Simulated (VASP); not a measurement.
The system is Al2Cu.

```
Al Cu
1.0
     4.10518    0.00000    0.00000
     0.00000    4.10518    0.00000
     0.00000    0.00000    2.89131
Al Cu
2 1
Cartesian
  2.0526 0.0000 1.4457
  0.0000 2.0526 1.4457
  0.0000 0.0000 0.0000
```

| Item | Value |
| --- | --- |
| Program | VASP 6.6.1 |
| Task | relaxation of cell and atoms |
| Functional | PBE |
| Dispersion | D3(BJ) |
| Potentials or basis | VASP PAW PBE potentials, release 64 (Al, Cu) |
| Cutoff | 600 eV |
| k mesh | 10 × 10 × 14 |
| Occupations | gaussian, width 0.1 eV |
| Spin | no spin polarisation |

At the start: pressure -2.9 GPa; volume 16.24 Å³/atom.

Problem. Where does the relaxation end?

Solution. Over 6 steps the energy falls by 5.6 meV/atom and the volume is 15.70 Å³/atom (-3.3 %); space group P4/mmm (No. 123, to 0.1 Å) before and after.

The path:
```tsv
step	energy change (eV)	largest force (eV/Å)	pressure (GPa)	volume (Å³)
1	0.0000	0.0000	-2.94	48.73
2	-0.0155	0.0000	0.97	46.65
3	-0.0167	0.0000	0.09	47.06
4	-0.0167	0.0000	-0.03	47.10
5	-0.0168	0.0000	0.00	47.10
6	-0.0168	0.0000	0.01	47.11
```

Final structure:
```xyz
3
Lattice="4.0638 0.0000 0.0000 0.0000 4.0638 0.0000 0.0000 0.0000 2.8524" Properties=species:S:1:pos:R:3 pbc="T T T"
Al    2.0319    0.0000    1.4262
Al    0.0000    2.0319    1.4262
Cu    0.0000    0.0000    0.0000
```
